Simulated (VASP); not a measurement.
Cr, 1 atom in the cell. Symmetry: Pm-3m, No. 221, cubic system. The conventional cell has a = 2.342 Å, b = 2.342 Å, c = 2.342 Å, α = 90.00°, β = 90.00°, γ = 90.00°. Within 3.1 Å of Cr (site symmetry m-3m) lie 6 Cr at 2.34 Å.  This cell differs from its parent crystal: volume scaled by 1.08.

```yaml
Program: VASP 6.6.1
Task: single point
Functional: LDA
Potentials_or_basis: VASP PAW LDA potentials, release 64 (Cr_pv)
Cutoff: 520 eV
k_mesh: 15 × 15 × 15
Occupations: fermi-dirac, width 0.1 eV
Spin: no spin polarisation
Dipole_correction: no
Further_INCAR_settings: ALGO = Normal; EDIFF = 1e-07; NBANDS = 12
```

Potentials or basis: VASP PAW LDA potentials, release 64 (Cr_pv).

Run with:

```bash
$ cat potpaw_LDA.64/Cr_pv/POTCAR > POTCAR
$ mpirun -np 1 vasp_std > vasp.out
```

Hardware: 1 thread of Intel Xeon 8259CL (shared host).

Estimate the wall time of this run.

It took 18 s on 1 thread of Intel Xeon 8259CL, on a shared host, peak memory 0.12 GiB. Counts: scf iterations 11, k points 120.
